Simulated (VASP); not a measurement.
# Ti2BiO3 (P-3m1) in VASP: relaxation of shape and atoms at fixed volume with PBE

Aim: the relaxation of shape and atoms at fixed volume of Ti2BiO3 with PBE.

All numbers are computed with VASP 6.6.1; they aren't measurements. Logs are shortened: lines on timing, memory, paths and dates and some standing lists are left out, and cuts for length are marked.

### Step 1. The cell of the first run

It takes space group P-3m1 (No. 164, trigonal). Conventional cell: a = 3.146 Å, b = 3.146 Å, c = 12.615 Å, α = 90.00°, β = 90.00°, γ = 120.00°. Within 2.7 Å of Ti (site symmetry 3m) lie 6 O at 2.00 to 2.22 Å. Bi (site symmetry -3m) has 6 Bi at 3.15 Å within 4.1 Å. O (site symmetry -3m) has 6 Ti at 2.22 Å and 6 O at 2.79 Å within 2.9 Å. O (site symmetry 3m) has 3 Ti at 2.00 Å within 2.7 Å.

### Step 2. Relaxation of shape and atoms at fixed volume, PBE (volume scaled by 1.06)

Contents of INCAR:

```
PREC = Accurate
ENCUT = 600
EDIFF = 1E-7
ISMEAR = 0
SIGMA = 0.1
LREAL = F
LASPH = T
NELM = 100
ALGO = Normal
ISIF = 4
LWAVE = F
LCHARG = F
GGA = PE
IBRION = 2
NSW = 50
EDIFFG = -0.01
LUSENCCL = F
```

Contents of KPOINTS:

```
Automatic mesh
0
Gamma
  12 12 4
```

Contents of POSCAR:

```
Ti2BiO3
1.0
    3.1457588997      0.0000000000      0.0000000000
   -1.5728794499      2.7243071213      0.0000000000
    0.0000000000      0.0000000000     12.6145838729
Ti Bi O
2 1 3
Direct
    0.6666666667      0.3333333333      0.1010568293
    0.3333333333      0.6666666667      0.8989431707
    0.0000000000      0.0000000000      0.5000000000
    0.0000000000      0.0000000000      0.0000000000
    0.6666666667      0.3333333333      0.8317174325
    0.3333333333      0.6666666667      0.1682825675
```

Potentials or basis: VASP PAW PBE potentials, release 64 (Ti_sv, Bi_d, O).

On the command line:

```console
$ cat potpaw_PBE.64/Ti_sv/POTCAR potpaw_PBE.64/Bi_d/POTCAR potpaw_PBE.64/O/POTCAR > POTCAR
$ mpirun -np 1 vasp_std > vasp.out
```

OUTCAR:

```text
PREC = Accurate
   ENCUT = 600
   EDIFF = 1E-7
   ISMEAR = 0
   LREAL = F
   LASPH = T
   NELM = 100
   ISIF = 4
   GGA = PE
   IBRION = 2
   NSW = 50
   EDIFFG = -0.01

 ion  position               nearest neighbor table
   1  0.667  0.333  0.101-   6 2.00   6 2.00   6 2.00   4 2.22   4 2.22   4 2.22
   2  0.333  0.667  0.899-   5 2.00   5 2.00   5 2.00   4 2.22   4 2.22   4 2.22
   3  0.000  0.000  0.500-
   4  0.000  0.000  0.000-   1 2.22   2 2.22   1 2.22   2 2.22   1 2.22   2 2.22
   5  0.667  0.333  0.832-   2 2.00   2 2.00   2 2.00
   6  0.333  0.667  0.168-   1 2.00   1 2.00   1 2.00

  LATTYP: Found a hexagonal cell.
 ALAT       =     3.1457588997
 C/A-ratio  =     4.0100288277

  Lattice vectors:

 A1 = (   3.1457588997,   0.0000000000,   0.0000000000)
 A2 = (  -1.5728794499,   2.7243071213,   0.0000000000)
 A3 = (   0.0000000000,   0.0000000000,  12.6145838729)

Analysis of symmetry for initial positions (statically):
=====================================================================
 Subroutine PRICEL returns:
 Original cell was already a primitive cell.

 Routine SETGRP: Setting up the symmetry group for a
 hexagonal supercell.

 Subroutine GETGRP returns: Found 12 space group operations
 (whereof 12 operations were pure point group operations)
 out of a pool of 24 trial point group operations.

The static configuration has the point symmetry D_3d.

Analysis of symmetry for dynamics (positions and initial velocities):
=====================================================================
 Subroutine PRICEL returns:
 Original cell was already a primitive cell.

 Routine SETGRP: Setting up the symmetry group for a
 hexagonal supercell.

 Subroutine GETGRP returns: Found 12 space group operations
 (whereof 12 operations were pure point group operations)
 out of a pool of 24 trial point group operations.

The dynamic configuration has the point symmetry D_3d.

 Subroutine INISYM returns: Found 12 space group operations
 (whereof 12 operations are pure point group operations),
 and found     1 'primitive' translations

----------------------------------------------------------------------------------------

                                     Primitive cell

  volume of cell :     108.1072

  direct lattice vectors                    reciprocal lattice vectors
     3.145758900  0.000000000  0.000000000     0.317888316  0.183532905 -0.000000000
    -1.572879450  2.724307121  0.000000000     0.000000000  0.367065810  0.000000000
     0.000000000  0.000000000 12.614583873     0.000000000 -0.000000000  0.079273324

  length of vectors
     3.145758900  3.145758900 12.614583873     0.367065810  0.367065810  0.079273324

  position of ions in fractional coordinates (direct lattice)
     0.666666667  0.333333333  0.101056829
     0.333333333  0.666666667  0.898943171
     0.000000000  0.000000000  0.500000000
     0.000000000  0.000000000  0.000000000
     0.666666667  0.333333333  0.831717432
     0.333333333  0.666666667  0.168282568

  ion indices of the primitive-cell ions
   primitive index   ion index
                 1           1
                 2           2
                 3           3
                 4           4
                 5           5
                 6           6

----------------------------------------------------------------------------------------

 KPOINTS: Automatic mesh

Automatic generation of k-mesh.
 Grid dimensions read from file:
 generate k-points for:   12   12    4

 Generating k-lattice:

  Cartesian coordinates                     Fractional coordinates (reciprocal lattice)
     0.026490693  0.015294409 -0.000000000     0.083333333  0.000000000  0.000000000
     0.000000000  0.030588817  0.000000000     0.000000000  0.083333333  0.000000000
     0.000000000 -0.000000000  0.019818331     0.000000000  0.000000000  0.250000000

  Length of vectors
     0.030588817  0.030588817  0.019818331

  Shift w.r.t. Gamma in fractional coordinates (k-lattice)
     0.000000000  0.000000000  0.000000000

 Subroutine IBZKPT returns following result:
 ===========================================

 Found     69 irreducible k-points:

 Following reciprocal coordinates:
            Coordinates               Weight
  0.000000  0.000000  0.000000      1.000000
  0.083333  0.000000  0.000000      6.000000
  0.166667  0.000000  0.000000      6.000000
  0.250000  0.000000  0.000000      6.000000
  0.333333  0.000000  0.000000      6.000000
  0.416667  0.000000  0.000000      6.000000
[... 16 lines left out ...]
  0.166667  0.000000  0.250000      6.000000
  0.000000  0.166667  0.250000      6.000000
 [... further k-points ...]
   k-points           NKPTS =     69   k-points in BZ     NKDIM =     69   number of bands    NBANDS=     34
   number of dos      NEDOS =    301   number of ions     NIONS =      6
   total plane-waves  NPLWV =  84672
   dimension x,y,z NGX =    28 NGY =   28 NGZ =  108
   dimension x,y,z NGXF=    56 NGYF=   56 NGZF=  216
   ions per type =               2   1   3
   NGX,Y,Z   is equivalent  to a cutoff of  14.80, 14.80, 14.23 a.u.
   NGXF,Y,Z  is equivalent  to a cutoff of  29.59, 29.59, 28.47 a.u.
 SYSTEM =  unknown system
   PREC   = accura    normal or accurate (medium, high low for compatibility)
   ISTART =      0    job   : 0-new  1-cont  2-samecut
   ICHARG =      2    charge: 1-file 2-atom 10-const
   ISPIN  =      1    spin polarized calculation?
   LNONCOLLINEAR =      F non collinear calculations
   LSORBIT =      F    spin-orbit coupling
   LASPH  =      T    aspherical Exc in radial PAW
   ENCUT  =  600.0 eV  44.10 Ry    6.64 a.u.   6.28  6.28 25.19*2*pi/ulx,y,z
   NELM   =    100;   NELMIN=  2; NELMDL= -5     # of ELM steps
   EDIFF  = 0.1E-06   stopping-criterion for ELM
   LREAL  =      F    real-space projection
   EDIFFG = -.1E-01   stopping-criterion for IOM
   NSW    =     50    number of steps for IOM
   IBRION =      2    ionic relax: 0-MD 1-quasi-New 2-CG
   NFREE  =      1    steps in history (QN), initial steepest desc. (CG)
   ISIF   =      4    stress and relaxation
   ISYM   =      2    0-nonsym 1-usesym 2-fastsym
   POTIM  = 0.5000    time-step for ionic-motion
   TEBEG  =    0.0;   TEEND  =   0.0 temperature during run
   PSTRESS=    0.0 pullay stress
   NELECT =      57.0000    total number of electrons
   NUPDOWN=      -1.0000    fix difference up-down
   EMIN   =  10.00;   EMAX   =-10.00  energy-range for DOS
   EFERMI =   0.00;   METHOD = LEGACY
   ISMEAR =     0;   SIGMA  =   0.10  broadening in eV -4-tet -1-fermi 0-gaus
   EFERMI_NEDOS =   21; number of points for ismear=-14 and -15
   IALGO  =     38    algorithm
   IMIX   =      4    mixing-type and parameters
     AMIX     =   0.40;   BMIX     =  1.00
     AMIX_MAG =   1.60;   BMIX_MAG =  1.00
  volume/ion in A,a.u.               =      18.02       121.59
  Fermi-wavevector in a.u.,A,eV,Ry     =   1.322559  2.499274 23.798789  1.749162
  Thomas-Fermi vector in A             =   2.452231
   LORBIT       =      0    0 simple, 1 ext, 2 COOP (PROOUT), +10 PAW based schemes
   GGA     = PE    functional components
   LHFCALC =     F    Hartree Fock is set to
   AEXX    =    0.0000 exact exchange contribution
   IVDW    =     0    specifies the selected vdW correction
   LEPSILON=     F    determine dielectric tensor
   LRPA    =     F    only Hartree local field effects (RPA)
 conjugate gradient relaxation of ions
 non-spin polarized calculation
 Gauss-broadening in eV      SIGMA  =   0.10
  energy-cutoff  :      600.00
  volume of cell :      108.11
 maximum number of plane-waves:      3632
 NGX is ok and might be reduce to    28
   NGX = 13   NGY = 13   NGZ = 51

--------------------------------------- Ionic step        1  -------------------------------------------

 number of electron      57.0000001 magnetization

 Free energy of the ion-electron system (eV)
  ---------------------------------------------------
  ext. energy  EPLUGINS =         0.00000000
  ---------------------------------------------------
  free energy    TOTEN  =       -47.27515399 eV

  energy without entropy =      -47.25958037  energy(sigma->0) =      -47.26736718

------------------------ aborting loop because EDIFF is reached ----------------------------------------

  FORCE on cell =-STRESS in cart. coord.  units (eV):
  Direction    XX          YY          ZZ          XY          YZ          ZX
  --------------------------------------------------------------------------------------
  -------------------------------------------------------------------------------------
  Total       -2.4407370     -2.4407370     -1.3783819      0.0000000      0.0000000     -0.0000000
  in kB      -36.1723848    -36.1723848    -20.4279938      0.0000000      0.0000000     -0.0000000
  external PRESSURE =     -30.9242545 kB  Pullay stress =       0.0000000 kB

 VOLUME and BASIS-vectors are now :
 -----------------------------------------------------------------------------
  energy-cutoff  :      600.00
  volume of cell :      108.11
      direct lattice vectors                 reciprocal lattice vectors
     3.145758900  0.000000000  0.000000000     0.317888316  0.183532905 -0.000000000
    -1.572879450  2.724307121  0.000000000     0.000000000  0.367065810  0.000000000
     0.000000000  0.000000000 12.614583873     0.000000000 -0.000000000  0.079273324
[... 201 lines left out ...]
 POSITION                                       TOTAL-FORCE (eV/Angst)
 -----------------------------------------------------------------------------------
      1.55904      0.90011      1.26466        -0.000000      0.000000      0.012525
     -0.00000      1.80023     11.57482         0.000000     -0.000000     -0.012525
      3.11809      0.00000      6.41974         0.000000      0.000000     -0.000000
      3.11809      0.00000     -0.00000         0.000000      0.000000     -0.000000
      1.55904      0.90011     10.73124        -0.000000      0.000000      0.029166
     -0.00000      1.80023      2.10824         0.000000     -0.000000     -0.029166
 -----------------------------------------------------------------------------------
    total drift:                                0.000000      0.000000      0.000000

  FREE ENERGIE OF THE ION-ELECTRON SYSTEM (eV)
  ---------------------------------------------------
  free  energy   TOTEN  =       -47.2993516290 eV

  energy  without entropy=      -47.2827108077  energy(sigma->0) =      -47.29103122

--------------------------------------- Ionic step        7  -------------------------------------------

 number of electron      57.0000005 magnetization

 Free energy of the ion-electron system (eV)
  ---------------------------------------------------
  ext. energy  EPLUGINS =         0.00000000
  ---------------------------------------------------
  free energy    TOTEN  =       -47.29946301 eV

  energy without entropy =      -47.28268511  energy(sigma->0) =      -47.29107406

 E-fermi :   5.4067     XC(G=0):  -9.3716

 val. band max:        5.4059339113   @ k =   0.3333   0.2500   0.0000
 cond. band min:       5.4069157729   @ k =   0.0833   0.0833   0.2500
 fundamental gap:      0.0009818616
 Fermi energy:         5.4067062641

 k-point     1 :       0.0000    0.0000    0.0000
  band No.  band energies     occupation
      1     -52.9803      2.00000
      2     -52.9491      2.00000
      3     -29.3466      2.00000
      4     -29.1138      2.00000
      5     -29.1071      2.00000
      6     -29.1071      2.00000
[... 877 lines left out ...]
     33       6.9569      0.00000
     34       8.1090      0.00000

 [... further k-points ...]

------------------------ aborting loop because EDIFF is reached ----------------------------------------

  FORCE on cell =-STRESS in cart. coord.  units (eV):
  Direction    XX          YY          ZZ          XY          YZ          ZX
  --------------------------------------------------------------------------------------
  -------------------------------------------------------------------------------------
  Total       -0.1828797     -0.1828797     -0.2269665      0.0000000      0.0000000     -0.0000000
  in kB       -2.7103269     -2.7103269     -3.3637058      0.0000000      0.0000000     -0.0000000
  external PRESSURE =      -2.9281198 kB  Pullay stress =       0.0000000 kB

 VOLUME and BASIS-vectors are now :
 -----------------------------------------------------------------------------
  energy-cutoff  :      600.00
  volume of cell :      108.11
      direct lattice vectors                 reciprocal lattice vectors
     3.118852423  0.000000000 -0.000000000     0.320630753  0.185116251  0.000000000
    -1.559426212  2.701005429  0.000000000    -0.000000000  0.370232503 -0.000000000
    -0.000000000  0.000000000 12.833175861     0.000000000 -0.000000000  0.077923034

 POSITION                                       TOTAL-FORCE (eV/Angst)
 -----------------------------------------------------------------------------------
      1.55943      0.90034      1.26409         0.000000     -0.000000     -0.005427
     -0.00000      1.80067     11.56908        -0.000000      0.000000      0.005427
     -0.00000      0.00000      6.41659         0.000000     -0.000000      0.000000
     -0.00000      0.00000     12.83318         0.000000     -0.000000      0.000000
      1.55943      0.90034     10.72879         0.000000     -0.000000     -0.001174
     -0.00000      1.80067      2.10438        -0.000000      0.000000      0.001174
 -----------------------------------------------------------------------------------
    total drift:                                0.000000     -0.000000      0.000000

  FREE ENERGIE OF THE ION-ELECTRON SYSTEM (eV)
  ---------------------------------------------------
  free  energy   TOTEN  =       -47.2994630110 eV

  energy  without entropy=      -47.2826851106  energy(sigma->0) =      -47.29107406

 reached required accuracy - stopping structural energy minimisation
```

It took 13 min on 1 × NVIDIA H100 80GB with 1 thread of AMD EPYC 7R13 (Zen 3), shared host; peak memory 1.5 GiB.

What came out:

| Property | Result |
| --- | --- |
| Free energy | -47.2995 eV |
| Energy gained by relaxing | 4.1 meV/atom |
| Ionic steps | 7 |
| Pressure after relaxing | -0.3 GPa |
| Largest force after relaxing | 0.005 eV/Å |

Forces in eV/Å, atoms in the order of the input:
```
Ti   0.000  0.000 -0.005
Ti   0.000  0.000  0.005
Bi   0.000  0.000  0.000
O    0.000  0.000  0.000
O    0.000  0.000 -0.001
O    0.000  0.000  0.001
```

Step by step:
| step | energy change (eV) | largest force (eV/Å) | pressure (GPa) | volume (Å³) |
| --- | --- | --- | --- | --- |
| 1 | 0.0000 | 0.3165 | -3.09 | 108.11 |
| 2 | -0.0108 | 0.1630 | -2.15 | 108.11 |
| 3 | -0.0121 | 0.2699 | -1.70 | 108.11 |
| 4 | -0.0188 | 0.1804 | -1.26 | 108.11 |
| 5 | -0.0242 | 0.0299 | -0.44 | 108.11 |
| 6 | -0.0242 | 0.0292 | -0.37 | 108.11 |
| 7 | -0.0243 | 0.0054 | -0.29 | 108.11 |

Final structure:
```
Ti Bi O
1.0
     3.11885    0.00000    0.00000
    -1.55943    2.70101    0.00000
     0.00000    0.00000   12.83318
Ti Bi O
2 1 3
Direct
  0.66667 0.33333 0.09850
  0.33333 0.66667 0.90150
  0.00000 0.00000 0.50000
  0.00000 0.00000 0.00000
  0.66667 0.33333 0.83602
  0.33333 0.66667 0.16398
```

Caveat: the cell differs from its parent crystal (volume scaled by 1.06); spin-orbit coupling is left out, which moves the levels of the heavy elements; an odd number of electrons without spin polarisation forces a metal; a magnetic or distorted state may lie lower; semilocal functionals often make such compounds metallic where correlation or magnetic order opens a gap, which also shifts bond lengths.
